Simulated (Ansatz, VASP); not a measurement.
**Na in VASP and in Ansatz**

```xyz
2
Lattice="3.7670 -0.0565 -0.0565 -1.9324 3.2906 -0.0207 -0.0923 -0.0923 6.1540" Properties=species:S:1:pos:R:3 pbc="T T T"
Na   -0.0557    2.1518    1.5059
Na    1.7980    0.9900    4.5709
```

Change from the starting cell: equal xy, yz and zx shear strains of -3 %.

Alike in both runs: task single point; functional PBE; k mesh 13 × 13 × 7; occupations fermi-dirac, width 0.05 eV; no spin polarisation.

|  | VASP | Ansatz |
| --- | --- | --- |
| version | VASP 6.6.1 | Ansatz 0.2.0 |
| potentials or method | VASP PAW PBE potentials, release 64 (Na_pv), cutoff 520 eV | all-electron LAPW, scalar-relativistic |

```tsv
	VASP	Ansatz	Ansatz less VASP
pressure (GPa)	-0.1	-0.1	+0.01
traceless stress, the component that is largest in VASP (GPa)	0.10	0.10	0.000
rms of the force components (eV/Å)	0.007	0.007	-0.0004
```

Atom by atom the forces differ by 0.000 eV/Å (rms over components). Ansatz ran all-electron here, and VASP with PAW potentials.
